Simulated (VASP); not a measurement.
# La (P6_3/mmc) in VASP: a series of runs

La is run at these levels: PBE; tasks: single point.

All numbers are computed with VASP 6.6.1; they aren't measurements. Logs are shortened: lines on timing, memory, paths and dates and some standing lists are left out, and cuts for length are marked.

### Step 1. The cell of the first run

The structure is hexagonal, space group P6_3/mmc (No. 194). Conventional cell: a = 3.773 Å, b = 3.773 Å, c = 12.113 Å, α = 90.00°, β = 90.00°, γ = 120.00°. La (site symmetry -3m) has 12 La at 3.73 to 3.77 Å within 4.9 Å. La (site symmetry -6m2) has 12 La at 3.73 to 3.77 Å within 4.9 Å.

### Step 2. Single point, PBE

INCAR reads:

```
SYSTEM = La
PREC     = Accurate       ! precision mode
ENCUT    = 520            ! plane-wave cutoff, eV
EDIFF    = 1E-6           ! SCF threshold, eV
ISMEAR   = -1             ! smearing method
SIGMA    = 0.1            ! smearing width, eV
LREAL    = .False.        ! projectors in reciprocal space
LASPH    = .True.         ! aspherical terms in the spheres
NELM     = 80             ! most SCF steps
ALGO     = Normal         ! electronic algorithm
ISIF     = 2              ! what is computed and relaxed
LWAVE    = .False.        ! write WAVECAR
LCHARG   = .False.        ! write CHGCAR
GGA      = PE             ! functional
NBANDS   = 30             ! bands
```

KPOINTS reads:

```
Automatic mesh
0
Gamma
  4 4 1
  0 0 0
```

POSCAR reads:

```
La
1.0
    3.7726980145      0.0000000000      0.0000000000
   -1.8863490072      3.2672523214      0.0000000000
    0.0000000000      0.0000000000     12.1127038589
La
4
Direct
    0.0000000000      0.0000000000      0.0000000000
    0.0000000000      1.0000000000      0.5000000000
    0.3333333333      0.6666666667      0.7500000000
    0.6666666667      0.3333333333      0.2500000000
```

Potentials or basis: VASP PAW PBE potentials, release 64 (La).

On the command line:

```
$ cat potpaw_PBE.64/La/POTCAR > POTCAR
$ mpirun -np 1 vasp_std > vasp.out
```

OUTCAR:

```text
SYSTEM = La
   PREC = Accurate
   ENCUT = 520
   EDIFF = 1E-6
   ISMEAR = -1
   LREAL = .False.
   LASPH = .True.
   NELM = 80
   ISIF = 2
   GGA = PE

 ion  position               nearest neighbor table
   1  0.000  0.000  0.000-
   2  0.000  0.000  0.500-
   3  0.333  0.667  0.750-
   4  0.667  0.333  0.250-

  LATTYP: Found a hexagonal cell.
 ALAT       =     3.7726980145
 C/A-ratio  =     3.2106211025

  Lattice vectors:

 A1 = (   3.7726980145,   0.0000000000,   0.0000000000)
 A2 = (  -1.8863490072,   3.2672523214,   0.0000000000)
 A3 = (   0.0000000000,   0.0000000000,  12.1127038589)

Analysis of symmetry for initial positions (statically):
=====================================================================
 Subroutine PRICEL returns:
 Original cell was already a primitive cell.

 Routine SETGRP: Setting up the symmetry group for a
 hexagonal supercell.

 Subroutine GETGRP returns: Found 24 space group operations
 (whereof 12 operations were pure point group operations)
 out of a pool of 24 trial point group operations.

The static configuration has the point symmetry D_3d.
 The point group associated with its full space group is D_6h.

Analysis of symmetry for dynamics (positions and initial velocities):
=====================================================================
 Subroutine PRICEL returns:
 Original cell was already a primitive cell.

 Routine SETGRP: Setting up the symmetry group for a
 hexagonal supercell.

 Subroutine GETGRP returns: Found 24 space group operations
 (whereof 12 operations were pure point group operations)
 out of a pool of 24 trial point group operations.

The dynamic configuration has the point symmetry D_3d.
 The point group associated with its full space group is D_6h.

 Subroutine INISYM returns: Found 24 space group operations
 (whereof 12 operations are pure point group operations),
 and found     1 'primitive' translations

----------------------------------------------------------------------------------------

                                     Primitive cell

  volume of cell :     149.3055

  direct lattice vectors                    reciprocal lattice vectors
     3.772698014  0.000000000  0.000000000     0.265062297  0.153033788  0.000000000
    -1.886349007  3.267252321  0.000000000     0.000000000  0.306067577  0.000000000
     0.000000000  0.000000000 12.112703859     0.000000000  0.000000000  0.082557950

  length of vectors
     3.772698014  3.772698015 12.112703859     0.306067577  0.306067577  0.082557950

  position of ions in fractional coordinates (direct lattice)
     0.000000000  0.000000000  0.000000000
     0.000000000  0.000000000  0.500000000
     0.333333333  0.666666667  0.750000000
     0.666666667  0.333333333  0.250000000

  ion indices of the primitive-cell ions
   primitive index   ion index
                 1           1
                 2           2
                 3           3
                 4           4

----------------------------------------------------------------------------------------

 KPOINTS: Automatic mesh

Automatic generation of k-mesh.
 Grid dimensions read from file:
 generate k-points for:    4    4    1

 Generating k-lattice:

  Cartesian coordinates                     Fractional coordinates (reciprocal lattice)
     0.066265574  0.038258447  0.000000000     0.250000000  0.000000000  0.000000000
     0.000000000  0.076516894  0.000000000     0.000000000  0.250000000  0.000000000
     0.000000000  0.000000000  0.082557950     0.000000000  0.000000000  1.000000000

  Length of vectors
     0.076516894  0.076516894  0.082557950

  Shift w.r.t. Gamma in fractional coordinates (k-lattice)
     0.000000000  0.000000000  0.000000000

 Subroutine IBZKPT returns following result:
 ===========================================

 Found      4 irreducible k-points:

 Following reciprocal coordinates:
            Coordinates               Weight
  0.000000  0.000000  0.000000      1.000000
  0.250000  0.000000  0.000000      6.000000
  0.500000  0.000000  0.000000      3.000000
  0.250000  0.250000  0.000000      6.000000
   k-points           NKPTS =      4   k-points in BZ     NKDIM =      4   number of bands    NBANDS=     30
   number of dos      NEDOS =    301   number of ions     NIONS =      4
   total plane-waves  NPLWV =  70560
   dimension x,y,z NGX =    28 NGY =   28 NGZ =   90
   dimension x,y,z NGXF=    56 NGYF=   56 NGZF=  180
   ions per type =               4
   NGX,Y,Z   is equivalent  to a cutoff of  12.34, 12.34, 12.35 a.u.
   NGXF,Y,Z  is equivalent  to a cutoff of  24.68, 24.68, 24.70 a.u.
 SYSTEM =  La
   PREC   = accura    normal or accurate (medium, high low for compatibility)
   ISTART =      0    job   : 0-new  1-cont  2-samecut
   ICHARG =      2    charge: 1-file 2-atom 10-const
   ISPIN  =      1    spin polarized calculation?
   LNONCOLLINEAR =      F non collinear calculations
   LSORBIT =      F    spin-orbit coupling
   LASPH  =      T    aspherical Exc in radial PAW
   ENCUT  =  520.0 eV  38.22 Ry    6.18 a.u.   7.01  7.01 22.52*2*pi/ulx,y,z
   NELM   =     80;   NELMIN=  2; NELMDL= -5     # of ELM steps
   EDIFF  = 0.1E-05   stopping-criterion for ELM
   LREAL  =      F    real-space projection
   EDIFFG = 0.1E-04   stopping-criterion for IOM
   NSW    =      0    number of steps for IOM
   IBRION =     -1    ionic relax: 0-MD 1-quasi-New 2-CG
   NFREE  =      0    steps in history (QN), initial steepest desc. (CG)
   ISIF   =      2    stress and relaxation
   ISYM   =      2    0-nonsym 1-usesym 2-fastsym
   POTIM  = 0.5000    time-step for ionic-motion
   TEBEG  =    0.0;   TEEND  =   0.0 temperature during run
   PSTRESS=    0.0 pullay stress
   NELECT =      44.0000    total number of electrons
   NUPDOWN=      -1.0000    fix difference up-down
   EMIN   =  10.00;   EMAX   =-10.00  energy-range for DOS
   EFERMI =   0.00;   METHOD = LEGACY
   ISMEAR =    -1;   SIGMA  =   0.10  broadening in eV -4-tet -1-fermi 0-gaus
   EFERMI_NEDOS =   21; number of points for ismear=-14 and -15
   IALGO  =     38    algorithm
   IMIX   =      4    mixing-type and parameters
     AMIX     =   0.40;   BMIX     =  1.00
     AMIX_MAG =   1.60;   BMIX_MAG =  1.00
  volume/ion in A,a.u.               =      37.33       251.89
  Fermi-wavevector in a.u.,A,eV,Ry     =   1.089433  2.058729 16.148263  1.186864
  Thomas-Fermi vector in A             =   2.225636
   LORBIT       =      0    0 simple, 1 ext, 2 COOP (PROOUT), +10 PAW based schemes
   GGA     = PE    functional components
   LHFCALC =     F    Hartree Fock is set to
   AEXX    =    0.0000 exact exchange contribution
   IVDW    =     0    specifies the selected vdW correction
   LEPSILON=     F    determine dielectric tensor
   LRPA    =     F    only Hartree local field effects (RPA)
 non-spin polarized calculation
  energy-cutoff  :      520.00
  volume of cell :      149.31
 maximum number of plane-waves:      4036
 NGX is ok and might be reduce to    28
   NGX = 13   NGY = 13   NGZ = 45

 number of electron      43.9999999 magnetization

 Free energy of the ion-electron system (eV)
  ---------------------------------------------------
  ext. energy  EPLUGINS =         0.00000000
  ---------------------------------------------------
  free energy    TOTEN  =       -19.25967503 eV

  energy without entropy =      -19.01550860  energy(sigma->0) =      -19.13759182

 E-fermi :   7.8093     XC(G=0):  -9.5397

 val. band max:        7.6775231464   @ k =   0.2500   0.2500   0.0000
 cond. band min:       7.9735547341   @ k =   0.2500   0.2500   0.0000
 fundamental gap:      0.2960315877
 Fermi energy:         7.8093389588

 k-point     1 :       0.0000    0.0000    0.0000
  band No.  band energies     occupation
      1     -25.0443      2.00000
      2     -24.9617      2.00000
      3     -24.9212      2.00000
      4     -24.8352      2.00000
      5      -9.4417      2.00000
      6      -8.8018      2.00000
[... 22 lines left out ...]
     29       9.2489      0.00000
     30       9.3259      0.00000

 k-point     2 :       0.2500    0.0000    0.0000
  band No.  band energies     occupation
      1     -24.9604      2.00000
      2     -24.9018      2.00000
      3     -24.8614      2.00000
      4     -24.8011      2.00000
      5      -9.2122      2.00000
      6      -8.9830      2.00000
[... 22 lines left out ...]
     29       9.2525      0.00000
     30       9.4975      0.00000

 k-point     3 :       0.5000    0.0000    0.0000
  band No.  band energies     occupation
      1     -24.8597      2.00000
      2     -24.8407      2.00000
      3     -24.8005      2.00000
      4     -24.7812      2.00000
      5      -9.3823      2.00000
      6      -9.3705      2.00000
[... 22 lines left out ...]
     29       9.5678      0.00000
     30       9.6249      0.00000

 k-point     4 :       0.2500    0.2500    0.0000
  band No.  band energies     occupation
      1     -24.8606      2.00000
      2     -24.8408      2.00000
      3     -24.8005      2.00000
      4     -24.7806      2.00000
      5      -9.1908      2.00000
      6      -9.1838      2.00000
[... 22 lines left out ...]
     29       9.0830      0.00001
     30       9.3571      0.00000

------------------------ aborting loop because EDIFF is reached ----------------------------------------

  FORCE on cell =-STRESS in cart. coord.  units (eV):
  Direction    XX          YY          ZZ          XY          YZ          ZX
  --------------------------------------------------------------------------------------
  -------------------------------------------------------------------------------------
  Total        0.4511823      0.4511823      0.9908357      0.0000000      0.0000000      0.0000000
  in kB        4.8415769      4.8415769     10.6325248      0.0000000      0.0000000      0.0000000
  external PRESSURE =       6.7718929 kB  Pullay stress =       0.0000000 kB

 VOLUME and BASIS-vectors are now :
 -----------------------------------------------------------------------------
  energy-cutoff  :      520.00
  volume of cell :      149.31
      direct lattice vectors                 reciprocal lattice vectors
     3.772698014  0.000000000  0.000000000     0.265062297  0.153033788  0.000000000
    -1.886349007  3.267252321  0.000000000     0.000000000  0.306067577  0.000000000
     0.000000000  0.000000000 12.112703859     0.000000000  0.000000000  0.082557950

 POSITION                                       TOTAL-FORCE (eV/Angst)
 -----------------------------------------------------------------------------------
      0.00000      0.00000      0.00000        -0.000000      0.000000     -0.000000
      0.00000      0.00000      6.05635        -0.000000      0.000000     -0.000000
     -0.00000      2.17817      9.08453        -0.000000     -0.000000     -0.000000
      1.88635      1.08908      3.02818         0.000000      0.000000      0.000000
 -----------------------------------------------------------------------------------
    total drift:                               -0.000000      0.000000      0.000000

  FREE ENERGIE OF THE ION-ELECTRON SYSTEM (eV)
  ---------------------------------------------------
  free  energy   TOTEN  =       -19.2596750322 eV

  energy  without entropy=      -19.0155086001  energy(sigma->0) =      -19.13759182
```

Run time: 31 s. Hardware: 1 thread of Intel Xeon Platinum 8488C (Sapphire Rapids), shared host; peak memory 0.23 GiB.

What came out:

```
Free energy            : -19.2597 eV
Pressure               : 0.7 GPa
Band gap on the k mesh : zero (bands 22 and 23 overlap by 0.82 eV)
```

Caveat: the k points lie up to 0.52 Å⁻¹ apart, too coarse for converged energies and pressures of a metal; spin-orbit coupling is left out, which moves the levels of the heavy elements.

[end of part 1 of 3]

The gap in the log of VASP goes by the Fermi energy; the results here count the filled bands.